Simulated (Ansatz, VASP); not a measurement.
**One calculation of BaO, two programs**

```xyz
2
Lattice="0.0000 2.8039 2.8039 2.8039 0.0000 2.8039 2.8039 2.8039 0.0000" Properties=species:S:1:pos:R:3 pbc="T T T"
Ba    0.0000    0.0000    0.0000
O     2.8039    2.8039    2.8039
```

Change from the starting cell: volume scaled by 1.06.

Alike in both runs: task single point; functional PBE; k mesh 8 × 8 × 8; occupations fermi-dirac, width 0.02 eV; no spin polarisation.

|  | VASP | Ansatz |
| --- | --- | --- |
| version | VASP 6.6.1 | Ansatz 0.2.0 |
| potentials or method | VASP PAW PBE potentials, release 64 (Ba_sv, O), cutoff 600 eV | all-electron LAPW, scalar-relativistic |

```tsv
	VASP	Ansatz	Ansatz less VASP
gap on the k mesh at the Fermi level (eV)	2.09	2.16	+0.061
pressure (GPa)	0.2	-1.2	-1.40
```

Ansatz ran all-electron here, and VASP with PAW potentials.

Spin-orbit coupling is off throughout.
